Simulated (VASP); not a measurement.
CdS:

```
Cd S
1.0
     0.00000    2.75324    2.75324
     2.75324    0.00000    2.75324
     2.75324    2.75324    0.00000
Cd S
1 1
Direct
  0.00000 0.00000 0.00000
  0.50000 0.50000 0.50000
```

```yaml
Program: VASP 6.6.1
Task: relaxation of cell and atoms
Functional: RPBE
Dispersion: D4
Potentials_or_basis: VASP PAW PBE potentials, release 64 (Cd_sv_GW, S)
Cutoff: 540 eV
k_mesh: 8 × 8 × 8
Occupations: fermi-dirac, width 0.05 eV
Spin: no spin polarisation
```

At the start: pressure -5.2 GPa; volume 20.87 Å³/atom.

Q: Where does the relaxation end?

A: Over 3 steps the energy falls by 23.6 meV/atom and the volume is 19.52 Å³/atom (-6.5 %); space group Fm-3m (No. 225, to 0.05 Å).

Step by step:
| step | energy change (eV) | largest force (eV/Å) | pressure (GPa) | volume (Å³) |
| --- | --- | --- | --- | --- |
| 1 | 0.0000 | 0.0000 | -5.23 | 41.74 |
| 2 | -0.0347 | 0.0000 | 3.24 | 37.76 |
| 3 | -0.0471 | 0.0000 | 0.00 | 39.03 |

Final structure:
```cif
data_structure
_symmetry_space_group_name_H-M 'P 1'
_symmetry_Int_Tables_number 1
_cell_length_a 3.8075
_cell_length_b 3.8075
_cell_length_c 3.8075
_cell_angle_alpha 60.000
_cell_angle_beta 60.000
_cell_angle_gamma 60.000
_cell_volume 39.03
loop_
_atom_site_label
_atom_site_type_symbol
_atom_site_fract_x
_atom_site_fract_y
_atom_site_fract_z
_atom_site_occupancy
Cd1 Cd 0.00000 0.00000 0.00000 1
S1 S 0.50000 0.50000 0.50000 1
```

Caveat: the PAW data sets were made with another functional, which shifts forces and pressure a little.
